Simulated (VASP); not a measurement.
# NbH2 (Fm-3m) in VASP: further runs

The runs below take NbH2 through single point, with r2SCAN.

Everything below comes from runs of VASP 6.6.1. Logs are shortened: lines on timing, memory, paths and dates and some standing lists are left out, and cuts for length are marked.

**1. The cell of the first run**

It takes space group Fm-3m (No. 225, cubic). Conventional cell: a = 4.479 Å, b = 4.479 Å, c = 4.479 Å, α = 90.00°, β = 90.00°, γ = 90.00°. Nb (site symmetry m-3m) has 8 H at 1.94 Å within 2.6 Å. Within 2.6 Å of H (site symmetry -43m) lie 4 Nb at 1.94 Å and 6 H at 2.24 Å.

**2. Single point, r2SCAN (equal strain along all axes, cell held: -1.5 %)**

POSCAR

```
NbH2
1.0
    2.2393020366      2.2393020366      0.0000000000
   -2.2393020366      2.2393020366      0.0000000000
    0.0000000000      0.0000000000      4.4786040732
Nb H
2 4
Direct
    0.0000000000      0.0000000000      0.0000000000
    0.5000000000      0.5000000000      0.5000000000
    0.0000000000      0.5000000000      0.7500000000
    0.5000000000      0.0000000000      0.7500000000
    0.5000000000      0.0000000000      0.2500000000
    0.0000000000      0.5000000000      0.2500000000
```

INCAR.step1

```
SYSTEM = NbH2
  PREC = Accurate
  ENCUT = 520
  ISMEAR = 0
  SIGMA = 0.1
  LREAL = .FALSE.
  LASPH = .TRUE.
  NELM = 60
  NBANDS = 24
  GGA = PE
  ALGO = Normal
  EDIFF = 1E-4
  LWAVE = .TRUE.
  LCHARG = .FALSE.
```

INCAR.step2

```
SYSTEM = NbH2
  PREC = Accurate
  ENCUT = 520
  EDIFF = 1E-6
  ISMEAR = 0
  SIGMA = 0.1
  LREAL = .FALSE.
  LASPH = .TRUE.
  NELM = 60
  ALGO = Normal
  ISIF = 2
  LWAVE = .FALSE.
  LCHARG = .TRUE.
  METAGGA = R2SCAN
  LMIXTAU = .TRUE.
  LELF = .TRUE.
  LVHAR = .TRUE.
  NBANDS = 24
  ISTART = 1
```

KPOINTS

```
regular mesh
0
G
  12 12 8
  0 0 0
```

Potentials or basis: VASP PAW PBE potentials, release 64 (Nb_sv, H).

Started as:

```console
$ cat potpaw_PBE.64/Nb_sv/POTCAR potpaw_PBE.64/H/POTCAR > POTCAR
$ cp INCAR.step1 INCAR
$ mpirun -np 1 vasp_std > vasp.out
$ cp INCAR.step2 INCAR
$ mpirun -np 1 vasp_std > vasp.out
```

OUTCAR:

```text
SYSTEM = NbH2
   PREC = Accurate
   ENCUT = 520
   EDIFF = 1E-6
   ISMEAR = 0
   LREAL = .FALSE.
   LASPH = .TRUE.
   NELM = 60
   ISIF = 2
   METAGGA = R2SCAN
   ISTART = 1

 ion  position               nearest neighbor table
   1  0.000  0.000  0.000-   3 1.94   4 1.94   5 1.94   6 1.94   3 1.94   6 1.94   4 1.94   5 1.94

   2  0.500  0.500  0.500-   3 1.94   4 1.94   5 1.94   6 1.94   4 1.94   5 1.94   3 1.94   6 1.94

   3  0.000  0.500  0.750-   1 1.94   2 1.94   1 1.94   2 1.94
   4  0.500  0.000  0.750-   1 1.94   2 1.94   2 1.94   1 1.94
   5  0.500  0.000  0.250-   1 1.94   2 1.94   2 1.94   1 1.94
   6  0.000  0.500  0.250-   1 1.94   2 1.94   1 1.94   2 1.94

  LATTYP: Found a simple tetragonal cell.
 ALAT       =     3.1668513104
 C/A-ratio  =     1.4142135624

  Lattice vectors:

 A1 = (   2.2393020366,   2.2393020366,   0.0000000000)
 A2 = (  -2.2393020366,   2.2393020366,   0.0000000000)
 A3 = (   0.0000000000,   0.0000000000,   4.4786040732)

Analysis of symmetry for initial positions (statically):
=====================================================================
 Subroutine PRICEL returns following result:

  LATTYP: Found a face centered cubic cell.
 ALAT       =     4.4786040732

  Lattice vectors:

 A1 = (   0.0000000000,  -2.2393020366,  -2.2393020366)
 A2 = (   2.2393020366,   0.0000000000,  -2.2393020366)
 A3 = (   2.2393020366,  -2.2393020366,   0.0000000000)

   2 primitive cells build up your supercell.

 Routine SETGRP: Setting up the symmetry group for a
 simple tetragonal supercell.

 Subroutine GETGRP returns: Found 16 space group operations
 (whereof 16 operations were pure point group operations)
 out of a pool of 16 trial point group operations.

The static configuration has the point symmetry D_4h.

Analysis of symmetry for dynamics (positions and initial velocities):
=====================================================================
 Subroutine PRICEL returns following result:

  LATTYP: Found a face centered cubic cell.
 ALAT       =     4.4786040732

  Lattice vectors:

 A1 = (   0.0000000000,  -2.2393020366,  -2.2393020366)
 A2 = (   2.2393020366,   0.0000000000,  -2.2393020366)
 A3 = (   2.2393020366,  -2.2393020366,   0.0000000000)

   2 primitive cells build up your supercell.

 Routine SETGRP: Setting up the symmetry group for a
 simple tetragonal supercell.

 Subroutine GETGRP returns: Found 16 space group operations
 (whereof 16 operations were pure point group operations)
 out of a pool of 16 trial point group operations.

The dynamic configuration has the point symmetry D_4h.

 Subroutine INISYM returns: Found 16 space group operations
 (whereof 16 operations are pure point group operations),
 and found     2 'primitive' translations

----------------------------------------------------------------------------------------

                                     Primitive cell

  volume of cell :      22.4578

  direct lattice vectors                    reciprocal lattice vectors
     0.000000000 -2.239302037 -2.239302037    -0.223283859 -0.223283859 -0.223283859
     2.239302037  0.000000000 -2.239302037     0.223283859  0.223283859 -0.223283859
     2.239302037 -2.239302037  0.000000000     0.223283859 -0.223283859  0.223283859

  length of vectors
     3.166851310  3.166851310  3.166851310     0.386738988  0.386738988  0.386738988

  position of ions in fractional coordinates (direct lattice)
     0.000000000  0.000000000  0.000000000
     0.250000000  0.250000000  0.250000000
     0.750000000  0.750000000  0.750000000

  ion indices of the primitive-cell ions
   primitive index   ion index
                 1           1
                 2           3
                 3           4

----------------------------------------------------------------------------------------

 KPOINTS: regular mesh

Automatic generation of k-mesh.
 Grid dimensions read from file:
 generate k-points for:   12   12    8

 Generating k-lattice:

  Cartesian coordinates                     Fractional coordinates (reciprocal lattice)
     0.018606988  0.018606988  0.000000000     0.083333333  0.000000000  0.000000000
    -0.018606988  0.018606988  0.000000000     0.000000000  0.083333333  0.000000000
     0.000000000  0.000000000  0.027910482     0.000000000  0.000000000  0.125000000

  Length of vectors
     0.026314255  0.026314255  0.027910482

  Shift w.r.t. Gamma in fractional coordinates (k-lattice)
     0.000000000  0.000000000  0.000000000

 Subroutine IBZKPT returns following result:
 ===========================================

 Found    140 irreducible k-points:

 Following reciprocal coordinates:
            Coordinates               Weight
  0.000000  0.000000  0.000000      1.000000
  0.083333  0.000000  0.000000      4.000000
  0.166667  0.000000  0.000000      4.000000
  0.250000  0.000000  0.000000      4.000000
  0.333333  0.000000  0.000000      4.000000
  0.416667  0.000000  0.000000      4.000000
[... 16 lines left out ...]
  0.333333  0.333333  0.000000      4.000000
  0.416667  0.333333  0.000000      8.000000
 [... further k-points ...]
   k-points           NKPTS =    140   k-points in BZ     NKDIM =    140   number of bands    NBANDS=     24
   number of dos      NEDOS =    301   number of ions     NIONS =      6
   total plane-waves  NPLWV =  20736
   dimension x,y,z NGX =    24 NGY =   24 NGZ =   36
   dimension x,y,z NGXF=    48 NGYF=   48 NGZF=   72
   ions per type =               2   4
   NGX,Y,Z   is equivalent  to a cutoff of  12.60, 12.60, 13.36 a.u.
   NGXF,Y,Z  is equivalent  to a cutoff of  25.20, 25.20, 26.73 a.u.
 SYSTEM =  NbH2
   PREC   = accura    normal or accurate (medium, high low for compatibility)
   ISTART =      1    job   : 0-new  1-cont  2-samecut
   ICHARG =      0    charge: 1-file 2-atom 10-const
   ISPIN  =      1    spin polarized calculation?
   LNONCOLLINEAR =      F non collinear calculations
   LSORBIT =      F    spin-orbit coupling
   LASPH  =      T    aspherical Exc in radial PAW
   ENCUT  =  520.0 eV  38.22 Ry    6.18 a.u.   5.89  5.89  8.33*2*pi/ulx,y,z
   NELM   =     60;   NELMIN=  2; NELMDL=  0     # of ELM steps
   EDIFF  = 0.1E-05   stopping-criterion for ELM
   LREAL  =      F    real-space projection
   EDIFFG = 0.1E-04   stopping-criterion for IOM
   NSW    =      0    number of steps for IOM
   IBRION =     -1    ionic relax: 0-MD 1-quasi-New 2-CG
   NFREE  =      0    steps in history (QN), initial steepest desc. (CG)
   ISIF   =      2    stress and relaxation
   ISYM   =      2    0-nonsym 1-usesym 2-fastsym
   POTIM  = 0.5000    time-step for ionic-motion
   TEBEG  =    0.0;   TEEND  =   0.0 temperature during run
   PSTRESS=    0.0 pullay stress
   NELECT =      30.0000    total number of electrons
   NUPDOWN=      -1.0000    fix difference up-down
   EMIN   =  10.00;   EMAX   =-10.00  energy-range for DOS
   EFERMI =   0.00;   METHOD = LEGACY
   ISMEAR =     0;   SIGMA  =   0.10  broadening in eV -4-tet -1-fermi 0-gaus
   EFERMI_NEDOS =   21; number of points for ismear=-14 and -15
   IALGO  =     38    algorithm
   IMIX   =      4    mixing-type and parameters
     AMIX     =   0.40;   BMIX     =  1.00
     AMIX_MAG =   1.60;   BMIX_MAG =  1.00
  volume/ion in A,a.u.               =       7.49        50.52
  Fermi-wavevector in a.u.,A,eV,Ry     =   1.431032  2.704258 27.862713  2.047852
  Thomas-Fermi vector in A             =   2.550812
   LORBIT       =      0    0 simple, 1 ext, 2 COOP (PROOUT), +10 PAW based schemes
   METAGGA = R2SCAN    functional components
   LHFCALC =     F    Hartree Fock is set to
   AEXX    =    0.0000 exact exchange contribution
   IVDW    =     0    specifies the selected vdW correction
   LEPSILON=     F    determine dielectric tensor
   LRPA    =     F    only Hartree local field effects (RPA)
 non-spin polarized calculation
 Gauss-broadening in eV      SIGMA  =   0.10
  energy-cutoff  :      520.00
  volume of cell :       44.92
 maximum number of plane-waves:      1240
 NGX is ok and might be reduce to    24
   NGX = 11   NGY = 11   NGZ = 17

 number of electron      30.0000003 magnetization

 Free energy of the ion-electron system (eV)
  ---------------------------------------------------
  ext. energy  EPLUGINS =         0.00000000
  ---------------------------------------------------
  free energy    TOTEN  =       -65.08106551 eV

  energy without entropy =      -65.07189840  energy(sigma->0) =      -65.07648196

 E-fermi :  10.8180     XC(G=0): -13.2588

 val. band max:       10.8143972314   @ k =   0.1667   0.1667   0.0000
 cond. band min:      10.8180493209   @ k =   0.4167   0.2500   0.3750
 fundamental gap:      0.0036520895
 Fermi energy:        10.8180123682

 k-point     1 :       0.0000    0.0000    0.0000
  band No.  band energies     occupation
      1     -46.4973      2.00000
      2     -46.3395      2.00000
      3     -22.3491      2.00000
      4     -21.7785      2.00000
      5     -21.7785      2.00000
      6     -21.4906      2.00000
[... 16 lines left out ...]
     23      18.5797      0.00000
     24      20.3482      0.00000

 k-point     2 :       0.0833    0.0000    0.0000
  band No.  band energies     occupation
      1     -46.4920      2.00000
      2     -46.3395      2.00000
      3     -22.3305      2.00000
      4     -21.8070      2.00000
      5     -21.7713      2.00000
      6     -21.5301      2.00000
[... 16 lines left out ...]
     23      19.0676      0.00000
     24      20.5012      0.00000

 k-point     3 :       0.1667    0.0000    0.0000
  band No.  band energies     occupation
      1     -46.4770      2.00000
      2     -46.3400      2.00000
      3     -22.2767      2.00000
      4     -21.8833      2.00000
      5     -21.7506      2.00000
      6     -21.6378      2.00000
[... 16 lines left out ...]
     23      20.2459      0.00000
     24      20.3713      0.00000

 k-point     4 :       0.2500    0.0000    0.0000
  band No.  band energies     occupation
      1     -46.4546      2.00000
      2     -46.3426      2.00000
      3     -22.1931      2.00000
      4     -21.9828      2.00000
      5     -21.7852      2.00000
      6     -21.7192      2.00000
[... 16 lines left out ...]
     23      19.9152      0.00000
     24      20.4737      0.00000

 k-point     5 :       0.3333    0.0000    0.0000
  band No.  band energies     occupation
      1     -46.4284      2.00000
      2     -46.3490      2.00000
      3     -22.0881      2.00000
      4     -22.0739      2.00000
      5     -21.9361      2.00000
      6     -21.6806      2.00000
[... 16 lines left out ...]
     23      19.2943      0.00000
     24      20.0396      0.00000

 k-point     6 :       0.4167    0.0000    0.0000
  band No.  band energies     occupation
      1     -46.4020      2.00000
      2     -46.3609      2.00000
      3     -22.1274      2.00000
      4     -22.0568      2.00000
      5     -21.9719      2.00000
      6     -21.7464      2.00000
[... 16 lines left out ...]
     23      18.9275      0.00000
     24      19.9989      0.00000
[... 379 lines left out ...]
 k-point    21 :       0.4167    0.2500    0.0000
  band No.  band energies     occupation
      1     -46.3764      2.00000
      2     -46.3472      2.00000
      3     -22.2025      2.00000
      4     -22.1572      2.00000
      5     -21.9007      2.00000
      6     -21.7517      2.00000
[... 16 lines left out ...]
     23      19.0600      0.00000
     24      20.6679      0.00000

 k-point    22 :       0.5000    0.2500    0.0000
  band No.  band energies     occupation
      1     -46.3592      2.00000
      2     -46.3592      2.00000
      3     -22.2081      2.00000
      4     -22.2081      2.00000
      5     -21.8156      2.00000
      6     -21.8156      2.00000
[... 16 lines left out ...]
     23      19.2082      0.00000
     24      19.2082      0.00000

 k-point    23 :       0.3333    0.3333    0.0000
  band No.  band energies     occupation
      1     -46.3791      2.00000
      2     -46.3393      2.00000
      3     -22.2134      2.00000
      4     -22.1529      2.00000
      5     -21.9245      2.00000
      6     -21.7865      2.00000
[... 16 lines left out ...]
     23      19.2428      0.00000
     24      21.3167      0.00000

 k-point    24 :       0.4167    0.3333    0.0000
  band No.  band energies     occupation
      1     -46.3623      2.00000
      2     -46.3416      2.00000
      3     -22.2640      2.00000
      4     -22.2332      2.00000
      5     -21.8578      2.00000
      6     -21.7765      2.00000
[... 16 lines left out ...]
     23      19.9142      0.00000
     24      20.3033      0.00000

 [... further k-points ...]
[... 5 lines left out ...]
  --------------------------------------------------------------------------------------
  -------------------------------------------------------------------------------------
  Total        2.5137118      2.5137118      2.5089633      0.0000000      0.0000000      0.0000000
  in kB       89.6660523     89.6660523     89.4966682      0.0000000      0.0000000      0.0000000
  external PRESSURE =      89.6095909 kB  Pullay stress =       0.0000000 kB

 VOLUME and BASIS-vectors are now :
 -----------------------------------------------------------------------------
  energy-cutoff  :      520.00
  volume of cell :       44.92
      direct lattice vectors                 reciprocal lattice vectors
     2.239302037  2.239302037  0.000000000     0.223283859  0.223283859  0.000000000
    -2.239302037  2.239302037  0.000000000    -0.223283859  0.223283859  0.000000000
     0.000000000  0.000000000  4.478604073     0.000000000  0.000000000  0.223283859

 POSITION                                       TOTAL-FORCE (eV/Angst)
 -----------------------------------------------------------------------------------
      0.00000      0.00000      0.00000        -0.000000     -0.000000      0.000000
      0.00000      2.23930      2.23930        -0.000000     -0.000000     -0.000000
     -1.11965      1.11965      3.35895         0.000000      0.000000      0.000000
      1.11965      1.11965      3.35895         0.000000      0.000000      0.000000
      1.11965      1.11965      1.11965         0.000000      0.000000      0.000000
     -1.11965      1.11965      1.11965         0.000000      0.000000      0.000000
 -----------------------------------------------------------------------------------
    total drift:                               -0.000000      0.000000     -0.000000

  FREE ENERGIE OF THE ION-ELECTRON SYSTEM (eV)
  ---------------------------------------------------
  free  energy   TOTEN  =       -65.0810655129 eV

  energy  without entropy=      -65.0718984016  energy(sigma->0) =      -65.07648196
```

Run time: 12 min. Hardware: 1 thread of AMD EPYC 7R13, shared host; peak memory 0.23 GiB.

What came out:

| Item | Value |
| --- | --- |
| Free energy | -65.0811 eV |
| Pressure | 9.0 GPa |
| Band gap on the k mesh | zero (bands 15 and 16 overlap by 4.64 eV) |

Levels at points of the mesh, in eV from the Fermi level:
```tsv
k point	band 13	band 14	band 15	band 16	band 17	band 18
(0.00, 0.00, 0.00)	-1.67	-1.53	-1.53	-1.53	1.40	1.40
(0.50, 0.00, 0.00)	-2.20	-2.20	0.10	0.10	0.63	0.63
(0.50, 0.50, 0.00)	-4.86	-4.86	3.10	3.10	3.20	3.20
(0.00, 0.00, 0.50)	-1.39	-1.39	0.04	0.04	0.04	0.04
(0.50, 0.00, 0.50)	-1.37	-1.37	-1.37	-1.37	2.93	2.93
(0.50, 0.50, 0.50)	-3.58	-3.58	0.37	0.37	3.20	3.20
```

Caveat: the cell differs from its parent crystal (equal strain along all axes, cell held: -1.5 %); the cell stands under pressure; the PAW data sets were made with another functional, which shifts forces and pressure a little.

**3. Single point, r2SCAN**

This run uses another cell than the first one, of 7.83 Å³/atom.

Changes to POSCAR since step 2:

```diff
@@ -2,5 +2,5 @@
 1.0
-    2.2393020366      2.2393020366      0.0000000000
-   -2.2393020366      2.2393020366      0.0000000000
-    0.0000000000      0.0000000000      4.4786040732
+    2.2734030828      2.2734030828      0.0000000000
+   -2.2734030828      2.2734030828      0.0000000000
+    0.0000000000      0.0000000000      4.5468061656
 Nb H
```

INCAR.step1

```
PREC = Accurate
ENCUT = 520
ISMEAR = 0
SIGMA = 0.1
LREAL = F
LASPH = T
NELM = 60
NBANDS = 24
GGA = PE
ALGO = Normal
EDIFF = 1E-4
LWAVE = T
LCHARG = F
```

INCAR.step2

```
PREC = Accurate
ENCUT = 520
EDIFF = 1E-7
ISMEAR = 0
SIGMA = 0.1
LREAL = F
LASPH = T
NELM = 60
ALGO = Normal
ISIF = 2
LWAVE = F
LCHARG = T
METAGGA = R2SCAN
LMIXTAU = T
LELF = T
LVHAR = T
NBANDS = 24
ISTART = 1
```

KPOINTS

```
regular mesh
0
Gamma
  12 12 8
```

Potentials or basis: VASP PAW PBE potentials, release 64 (Nb_sv, H).

Started as:

```console
$ cat potpaw_PBE.64/Nb_sv/POTCAR potpaw_PBE.64/H/POTCAR > POTCAR
$ cp INCAR.step1 INCAR
$ mpirun -np 1 vasp_std > vasp.out
$ cp INCAR.step2 INCAR
$ mpirun -np 1 vasp_std > vasp.out
```

Run time: 15 min. Hardware: 1 thread of AMD EPYC 7R13, shared host; peak memory 0.23 GiB.

The run converged. Its results:

```
Free energy            : -65.1381 eV
Pressure               : -0.3 GPa
Band gap on the k mesh : zero (bands 15 and 16 overlap by 4.35 eV)
```

Levels at points of the mesh, in eV from the Fermi level:
| k point | band 12 | band 13 | band 14 | band 15 | band 16 | band 17 | band 18 | band 19 |
| --- | --- | --- | --- | --- | --- | --- | --- | --- |
| (0.00, 0.00, 0.00) | -4.61 | -1.59 | -1.45 | -1.45 | -1.45 | 1.31 | 1.31 | 2.90 |
| (0.50, 0.00, 0.00) | -6.67 | -2.08 | -2.08 | 0.10 | 0.10 | 0.60 | 0.60 | 3.60 |
| (0.50, 0.50, 0.00) | -5.58 | -4.61 | -4.61 | 2.90 | 2.90 | 2.99 | 2.99 | 2.99 |
| (0.00, 0.00, 0.50) | -6.45 | -1.30 | -1.30 | 0.03 | 0.03 | 0.03 | 0.03 | 2.04 |
| (0.50, 0.00, 0.50) | -5.49 | -1.29 | -1.29 | -1.29 | -1.29 | 2.74 | 2.74 | 2.74 |
| (0.50, 0.50, 0.50) | -7.01 | -3.39 | -3.39 | 0.34 | 0.34 | 2.99 | 2.99 | 5.05 |

Caveat: the PAW data sets were made with another functional, which shifts forces and pressure a little.
